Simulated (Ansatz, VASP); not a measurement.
Two plane-wave programs on Ge

The input INCAR:

```
SYSTEM = Ge
  PREC = Accurate
  ENCUT = 520
  EDIFF = 1E-6
  ISMEAR = 0
  SIGMA = 0.1
  LREAL = .False.
  LASPH = .True.
  NELM = 60
  ALGO = Normal
  ISIF = 2
  LWAVE = .False.
  LCHARG = .False.
  LDIPOL = .True.
  IDIPOL = 3
  DIPOL = 0.5 0.5 0.500
  GGA = PE
  NBANDS = 21
```

The input KPOINTS:

```
regular mesh
0
Gamma
  12 12 1
  0 0 0
```

File POSCAR:

```
Ge
1.0
    3.8560000000      0.0000000000      0.0000000000
   -1.9280000000      3.3393939570      0.0000000000
    0.0000000000      0.0000000000     28.0000000000
Ge
2
Direct
    0.3333333333      0.6666666667      0.5155714286
    0.6666666667      0.3333333333      0.4844285714
```

Input for Ansatz:

```yaml
crystal:
  lattice:
    - [3.856, 0.0, 0.0]
    - [-1.928, 3.339393957, 0.0]
    - [0.0, 0.0, 28.0]
  atoms:
    - { symbol: Ge, position: [0.3333333333, 0.6666666667, 0.5155714286] }
    - { symbol: Ge, position: [0.6666666667, 0.3333333333, 0.4844285714] }
  periodic: [true, true, false]
basis:
  ecutwfc: 420
kpoints:
  mp_grid: { grid: [12, 12, 1] }
hamiltonian:
  xc: pbe
  pseudopotentials: { kind: paw, azcp: { folder: soft_1 } }
scf:
  occupations: { method: gaussian, width: 0.1 }
output:
  forces: true
  stress: true
  eigenvalues: true
  write_density: true
  write_potential: true
  elf: true
  volumetric_format: npy
```

Alike in both runs: task single point; functional PBE; k mesh 12 × 12 × 1; occupations gaussian, width 0.1 eV; no spin polarisation.

```csv
,VASP,Ansatz
version,VASP 6.6.1,Ansatz 0.2.0
potentials or method,"VASP PAW PBE potentials, release 64 (Ge_d), cutoff 520 eV","scalar-relativistic, plane waves, PAW"
valence electrons in the cell,28,28
```

VASP gave:

| Quantity | Value |
| --- | --- |
| gap on the k mesh at the Fermi level (eV) | none |
| rms of the force components (eV/Å) | 0.252 |

Problem. Which values does Ansatz return?

Solution. gap on the k mesh at the Fermi level (eV): none; rms of the force components (eV/Å): 0.251.

Atom by atom the forces differ by 0.001 eV/Å (rms over components). A gap of «none» marks a metal or a gap that the smearing closes. Ansatz's warnings: xc potential rough in thin density.
